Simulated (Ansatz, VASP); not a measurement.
**One calculation of BeSe, two programs**

```
Be Se
1.0
     0.00000    2.57000    2.57000
     2.57000    0.00000    2.57000
     2.57000    2.57000    0.00000
Be Se
1 1
Direct
  0.00000 0.00000 0.00000
  0.25000 0.25000 0.25000
```

Alike in both runs: task relaxation of cell and atoms; functional PBE; dispersion D4; k mesh 8 × 8 × 8; occupations gaussian, width 0.02 eV; no spin polarisation.

|  | VASP | Ansatz |
| --- | --- | --- |
| version | VASP 6.6.1 | Ansatz 0.2.0 |
| potentials or method | VASP PAW PBE potentials, release 64 (Be, Se), cutoff 600 eV | scalar-relativistic, plane waves, PAW |
| valence electrons in the cell | 8 | 18 |

```csv
,VASP,Ansatz,Ansatz less VASP
"gap on the k mesh at the Fermi level, each at its own relaxed structure (eV)",2.60,2.61,+0.006
relaxed volume (Å³/atom),16.85,16.81,-0.042
relaxed cell length with the largest relative difference (Å),3.626,3.623,-0.0030
```

VASP's potentials hold 8 valence electrons a cell and Ansatz's 18, so a difference there can come from the potentials and not from the codes.
